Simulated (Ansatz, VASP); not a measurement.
## Cd in VASP and in Ansatz

```
Cd
1.0
     3.00071    0.00000    0.00000
    -1.50036    2.59869    0.00000
     0.00000    0.00000    5.92616
Cd
2
Direct
  0.33333 0.66667 0.25000
  0.66667 0.33333 0.75000
```

Alike in both runs: task single point; functional PBE; k mesh 12 × 12 × 6; occupations fermi-dirac, width 0.3 eV; no spin polarisation.

|  | VASP | Ansatz |
| --- | --- | --- |
| version | VASP 6.6.1 | Ansatz 0.2.0 |
| potentials or method | VASP PAW PBE potentials, release 64 (Cd), cutoff 520 eV | plane waves (420 eV) with PAW, scalar-relativistic |
| valence electrons in the cell | 24 | 40 |

|  | VASP | Ansatz | Ansatz less VASP |
| --- | --- | --- | --- |
| pressure (GPa) | 0.8 | 0.5 | -0.28 |
| traceless stress, the component that is largest in VASP (GPa) | -0.90 | -0.77 | +0.132 |

VASP's potentials hold 24 valence electrons a cell and Ansatz's 40, so a difference there can come from the potentials and not from the codes.
